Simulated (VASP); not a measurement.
Wanted: the native input for a VASP 6.6.1 run.

| Item | Value |
| --- | --- |
| Task | single point |
| Functional | LDA |
| Potentials or basis | VASP PAW LDA potentials, release 64 (Hf_pv, Pt) |
| Cutoff | 520 eV |
| k mesh | 8 × 8 × 8 |
| Occupations | gaussian, width 0.05 eV |
| Spin | no spin polarisation |
| Dipole correction | no |
| Further INCAR settings | ALGO = Normal; EDIFF = 1e-07; NBANDS = 28 |

The structure of HfPt3 lies in POSCAR:

```
HfPt3
1.0
    4.0024500600      0.0000000000      0.0000000000
    0.0000000000      4.0024500600      0.0000000000
    0.0000000000      0.0000000000      4.0024500600
Hf Pt
1 3
Direct
    0.0000000000      0.0000000000      0.0000000000
    0.5000000000      0.5000000000      0.0000000000
    0.5000000000      0.0000000000      0.5000000000
    0.0000000000      0.5000000000      0.5000000000
```

These files were run (other wordings do the same):

INCAR

```
SYSTEM = HfPt3
PREC = Accurate
ENCUT = 520
EDIFF = 1E-7
ISMEAR = 0
SIGMA = 0.05
LREAL = .False.
LASPH = .True.
NELM = 60
ALGO = Normal
ISIF = 2
LWAVE = .False.
LCHARG = .False.
NBANDS = 28
```

KPOINTS

```
Automatic mesh
0
Gamma
  8 8 8
  0 0 0
```

Potentials or basis: VASP PAW LDA potentials, release 64 (Hf_pv, Pt).

The run is started by

```console
$ cat potpaw_LDA.64/Hf_pv/POTCAR potpaw_LDA.64/Pt/POTCAR > POTCAR
$ mpirun -np 1 vasp_std > vasp.out
```

Results of the run:

```yaml
Pressure: -8.5 GPa
Band_gap_on_the_k_mesh: zero (bands 20 and 21 overlap by 2.02 eV)
```

Caveat: the cell stands under tension; spin-orbit coupling is left out, which moves the levels of the heavy elements.

Wall time 22 s on 1 thread of Intel(R) Xeon(R) 6975P-C (Granite Rapids), on a shared host, peak memory 0.18 GiB.
